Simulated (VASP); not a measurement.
# Pt (Fm-3m) in VASP: notebook

Pt is run at these levels: LDA; tasks: single point.

Everything below comes from runs of VASP 6.6.1. Logs are shortened: lines on timing, memory, paths and dates and some standing lists are left out, and cuts for length are marked.

### 1 The cell of the first run

It takes space group Fm-3m (No. 225, cubic). The conventional cell has a = 3.894 Å, b = 3.894 Å, c = 3.894 Å, α = 90.00°, β = 90.00°, γ = 90.00°. Pt (site symmetry m-3m) has 12 Pt at 2.75 Å within 3.6 Å.

### 2 Single point, LDA

Contents of INCAR:

```
SYSTEM = Pt
PREC = Accurate
ENCUT = 520
EDIFF = 1E-7
ISMEAR = -1
SIGMA = 0.05
LREAL = .False.
LASPH = .True.
NELM = 100
ALGO = Normal
ISIF = 2
LWAVE = .False.
LCHARG = .False.
GGA = CA
NBANDS = 17
```

Contents of KPOINTS:

```
Automatic mesh
0
Gamma
  15 15 11
  0 0 0
```

Contents of POSCAR:

```
Pt
1.0
    1.9469469005      1.9469469005      0.0000000000
   -1.9469469005      1.9469469005      0.0000000000
    0.0000000000      0.0000000000      3.8938938009
Pt
2
Direct
    0.0000000000      0.0000000000      0.0000000000
    0.5000000000      0.5000000000      0.5000000000
```

Potentials or basis: VASP PAW LDA potentials, release 64 (Pt).

Started as:

```sh
> cat potpaw_LDA.64/Pt/POTCAR > POTCAR
> mpirun -np 1 vasp_std > vasp.out
```

OUTCAR:

```text
SYSTEM = Pt
   PREC = Accurate
   ENCUT = 520
   EDIFF = 1E-7
   ISMEAR = -1
   LREAL = .False.
   LASPH = .True.
   NELM = 100
   ISIF = 2
   GGA = CA

 ion  position               nearest neighbor table
   1  0.000  0.000  0.000-   2 2.75   2 2.75   2 2.75   2 2.75   2 2.75   2 2.75   2 2.75   2 2.75

   2  0.500  0.500  0.500-   1 2.75   1 2.75   1 2.75   1 2.75   1 2.75   1 2.75   1 2.75   1 2.75

  LATTYP: Found a simple tetragonal cell.
 ALAT       =     2.7533987119
 C/A-ratio  =     1.4142135623

  Lattice vectors:

 A1 = (   1.9469469005,   1.9469469005,   0.0000000000)
 A2 = (  -1.9469469005,   1.9469469005,   0.0000000000)
 A3 = (   0.0000000000,   0.0000000000,   3.8938938009)

Analysis of symmetry for initial positions (statically):
=====================================================================
 Subroutine PRICEL returns following result:

  LATTYP: Found a face centered cubic cell.
 ALAT       =     3.8938938010

  Lattice vectors:

 A1 = (   0.0000000000,  -1.9469469005,  -1.9469469005)
 A2 = (   1.9469469005,   0.0000000000,  -1.9469469004)
 A3 = (   1.9469469005,  -1.9469469005,  -0.0000000000)

   2 primitive cells build up your supercell.

 Routine SETGRP: Setting up the symmetry group for a
 simple tetragonal supercell.

 Subroutine GETGRP returns: Found 16 space group operations
 (whereof 16 operations were pure point group operations)
 out of a pool of 16 trial point group operations.

The static configuration has the point symmetry D_4h.

Analysis of symmetry for dynamics (positions and initial velocities):
=====================================================================
 Subroutine PRICEL returns following result:

  LATTYP: Found a face centered cubic cell.
 ALAT       =     3.8938938010

  Lattice vectors:

 A1 = (   0.0000000000,  -1.9469469005,  -1.9469469005)
 A2 = (   1.9469469005,   0.0000000000,  -1.9469469004)
 A3 = (   1.9469469005,  -1.9469469005,  -0.0000000000)

   2 primitive cells build up your supercell.

 Routine SETGRP: Setting up the symmetry group for a
 simple tetragonal supercell.

 Subroutine GETGRP returns: Found 16 space group operations
 (whereof 16 operations were pure point group operations)
 out of a pool of 16 trial point group operations.

[... 84 lines left out ...]
   dimension x,y,z NGXF=    40 NGYF=   40 NGZF=   60
   ions per type =               2
   NGX,Y,Z   is equivalent  to a cutoff of  12.08, 12.08, 12.81 a.u.
   NGXF,Y,Z  is equivalent  to a cutoff of  24.15, 24.15, 25.62 a.u.
 SYSTEM =  Pt
   PREC   = accura    normal or accurate (medium, high low for compatibility)
   ISTART =      0    job   : 0-new  1-cont  2-samecut
   ICHARG =      2    charge: 1-file 2-atom 10-const
   ISPIN  =      1    spin polarized calculation?
   LNONCOLLINEAR =      F non collinear calculations
   LSORBIT =      F    spin-orbit coupling
   LASPH  =      T    aspherical Exc in radial PAW
   ENCUT  =  520.0 eV  38.22 Ry    6.18 a.u.   5.12  5.12  7.24*2*pi/ulx,y,z
   NELM   =    100;   NELMIN=  2; NELMDL= -5     # of ELM steps
   EDIFF  = 0.1E-06   stopping-criterion for ELM
   LREAL  =      F    real-space projection
   EDIFFG = 0.1E-05   stopping-criterion for IOM
   NSW    =      0    number of steps for IOM
   IBRION =     -1    ionic relax: 0-MD 1-quasi-New 2-CG
   NFREE  =      0    steps in history (QN), initial steepest desc. (CG)
   ISIF   =      2    stress and relaxation
   ISYM   =      2    0-nonsym 1-usesym 2-fastsym
   POTIM  = 0.5000    time-step for ionic-motion
   TEBEG  =    0.0;   TEEND  =   0.0 temperature during run
   PSTRESS=    0.0 pullay stress
   NELECT =      20.0000    total number of electrons
   NUPDOWN=      -1.0000    fix difference up-down
   EMIN   =  10.00;   EMAX   =-10.00  energy-range for DOS
   EFERMI =   0.00;   METHOD = LEGACY
   ISMEAR =    -1;   SIGMA  =   0.05  broadening in eV -4-tet -1-fermi 0-gaus
   EFERMI_NEDOS =   21; number of points for ismear=-14 and -15
   IALGO  =     38    algorithm
   IMIX   =      4    mixing-type and parameters
     AMIX     =   0.40;   BMIX     =  1.00
     AMIX_MAG =   1.60;   BMIX_MAG =  1.00
  volume/ion in A,a.u.               =      14.76        99.61
  Fermi-wavevector in a.u.,A,eV,Ry     =   1.437841  2.717125 28.128486  2.067385
  Thomas-Fermi vector in A             =   2.556874
   LORBIT       =      0    0 simple, 1 ext, 2 COOP (PROOUT), +10 PAW based schemes
   GGA     = CA    functional components
   LHFCALC =     F    Hartree Fock is set to
   AEXX    =    0.0000 exact exchange contribution
   IVDW    =     0    specifies the selected vdW correction
   LEPSILON=     F    determine dielectric tensor
   LRPA    =     F    only Hartree local field effects (RPA)
 non-spin polarized calculation
  energy-cutoff  :      520.00
  volume of cell :       29.52
 maximum number of plane-waves:       810
   NGX = 11   NGY = 11   NGZ = 15

 number of electron      19.9999997 magnetization

 Free energy of the ion-electron system (eV)
  ---------------------------------------------------
  ext. energy  EPLUGINS =         0.00000000
  ---------------------------------------------------
  free energy    TOTEN  =       -15.02403644 eV

  energy without entropy =      -14.99429095  energy(sigma->0) =      -15.00916370

 E-fermi :  11.5628     XC(G=0): -13.8123

 val. band max:       11.5626272958   @ k =   0.2667   0.0667   0.1818
 cond. band min:      11.5628559137   @ k =   0.4667   0.1333   0.2727
 fundamental gap:      0.0002286179
 Fermi energy:        11.5627711865

 k-point     1 :       0.0000    0.0000    0.0000
  band No.  band energies     occupation
      1       1.0738      2.00000
      2       4.2242      2.00000
      3       4.6778      2.00000
      4       7.6068      2.00000
      5       7.6116      2.00000
      6       7.6116      2.00000
[... 457 lines left out ...]
      4       6.5825      2.00000
      5       6.8745      2.00000
      6       8.0247      2.00000
[... 9 lines left out ...]
     16      26.6491      0.00000
     17      27.9497      0.00000

 [... further k-points ...]
[... 5 lines left out ...]
  --------------------------------------------------------------------------------------
  -------------------------------------------------------------------------------------
  Total        0.1273116      0.1273116      0.1765114      0.0000000     -0.0000000      0.0000000
  in kB        6.9096532      6.9096532      9.5799014      0.0000000     -0.0000000      0.0000000
  external PRESSURE =       7.7997359 kB  Pullay stress =       0.0000000 kB

 VOLUME and BASIS-vectors are now :
 -----------------------------------------------------------------------------
  energy-cutoff  :      520.00
  volume of cell :       29.52
      direct lattice vectors                 reciprocal lattice vectors
     1.946946900  1.946946900  0.000000000     0.256812345  0.256812345  0.000000000
    -1.946946900  1.946946900  0.000000000    -0.256812345  0.256812345  0.000000000
     0.000000000  0.000000000  3.893893801     0.000000000  0.000000000  0.256812345

 POSITION                                       TOTAL-FORCE (eV/Angst)
 -----------------------------------------------------------------------------------
      0.00000      0.00000      0.00000         0.000000      0.000000      0.000000
      0.00000      1.94695      1.94695        -0.000000      0.000000     -0.000000
 -----------------------------------------------------------------------------------
    total drift:                               -0.000000      0.000000      0.000000

  FREE ENERGIE OF THE ION-ELECTRON SYSTEM (eV)
  ---------------------------------------------------
  free  energy   TOTEN  =       -15.0240364440 eV

  energy  without entropy=      -14.9942909495  energy(sigma->0) =      -15.00916370
```

OSZICAR:

```text
N       E                     dE             d eps       ncg     rms          rms(c)
DAV:   1     0.102707740560E+03    0.10271E+03   -0.10324E+04  7520   0.112E+03
DAV:   2    -0.139995922352E+02   -0.11671E+03   -0.11102E+03  8043   0.249E+02
DAV:   3    -0.158832679961E+02   -0.18837E+01   -0.18599E+01  9012   0.318E+01
DAV:   4    -0.158928034205E+02   -0.95354E-02   -0.95342E-02  8724   0.241E+00
DAV:   5    -0.158928922918E+02   -0.88871E-04   -0.88869E-04  9102   0.235E-01    0.200E+01
DAV:   6    -0.151234640531E+02    0.76943E+00   -0.11483E+00  7864   0.954E+00    0.103E+01
DAV:   7    -0.150336561314E+02    0.89808E-01   -0.21423E-01  8870   0.405E+00    0.317E+00
DAV:   8    -0.150244473749E+02    0.92088E-02   -0.23287E-02  8267   0.130E+00    0.849E-01
DAV:   9    -0.150240292458E+02    0.41813E-03   -0.38258E-04  8540   0.172E-01    0.251E-02
DAV:  10    -0.150240361042E+02   -0.68584E-05   -0.52655E-06  9049   0.148E-02    0.104E-02
DAV:  11    -0.150240364394E+02   -0.33528E-06   -0.43908E-07  8974   0.517E-03    0.162E-03
DAV:  12    -0.150240364440E+02   -0.45441E-08   -0.46332E-09  4444   0.594E-04
   1 F= -.15024036E+02 E0= -.15009164E+02  d E =-.297455E-01
```

stdout:

```text
POSCAR found type information on POSCAR Pt
 POSCAR found :  1 types and       2 ions
 scaLAPACK will be used
 LDA part: xc-table for (Slater(with rela. corr.)+CA(PZ))
 , standard interpolation
 POSCAR, INCAR and KPOINTS ok, starting setup
 FFT: planning ... GRIDC
 FFT: planning ... GRID_SOFT
 FFT: planning ... GRID
 WAVECAR not read
 entering main loop
```

It took 46 s on 1 thread of Intel Xeon Platinum 8488C (Sapphire Rapids), shared host; peak memory 0.2 GiB.

Results:

- Free energy: -15.0240 eV
- Pressure: 0.8 GPa
- Band gap on the k mesh: zero (band 10 reaches 12.08 eV, above the bottom of band 11 at 10.34 eV)

Caveat: spin-orbit coupling is left out, which moves the levels of the heavy elements.

### 3 Single point, LDA

Contents of INCAR:

```
SYSTEM = Pt
ALGO     = Normal         ! electronic algorithm
EDIFF    = 1E-6           ! SCF threshold, eV
ENCUT    = 520            ! plane-wave cutoff, eV
ISIF     = 2              ! what is computed and relaxed
ISMEAR   = -1             ! smearing method
LASPH    = .True.         ! aspherical terms in the spheres
LCHARG   = .False.        ! write CHGCAR
LREAL    = .False.        ! projectors in reciprocal space
LWAVE    = .False.        ! write WAVECAR
NBANDS   = 17             ! bands
NELM     = 100            ! most SCF steps
PREC     = Accurate       ! precision mode
SIGMA    = 0.05           ! smearing width, eV
```

Contents of KPOINTS:

```
k-points
0
Gamma
  15 15 11
  0 0 0
```

POSCAR is that of step 2.

Potentials or basis: VASP PAW LDA potentials, release 64 (Pt).

Started as:

```sh
> cat potpaw_LDA.64/Pt/POTCAR > POTCAR
> mpirun -np 1 vasp_std > vasp.out
```

It took 48 s on 1 thread of Intel Xeon Platinum 8488C (Sapphire Rapids), shared host; peak memory 0.19 GiB.

The run converged. Its results:

```yaml
Free_energy: -15.0240 eV
Pressure: 0.8 GPa
Band_gap_on_the_k_mesh: zero (band 10 reaches 12.08 eV, above the bottom of band 11 at 10.34 eV)
```

Levels at points of the mesh, in eV from the Fermi level:
```csv
k point,band 6,band 7,band 8,band 9,band 10,band 11,band 12,band 13,band 14,band 15
"(0.00, 0.00, 0.00)",-3.95,-1.68,-1.68,0.03,0.52,0.52,1.73,9.11,11.41,11.41
```

Caveat: spin-orbit coupling is left out, which moves the levels of the heavy elements.
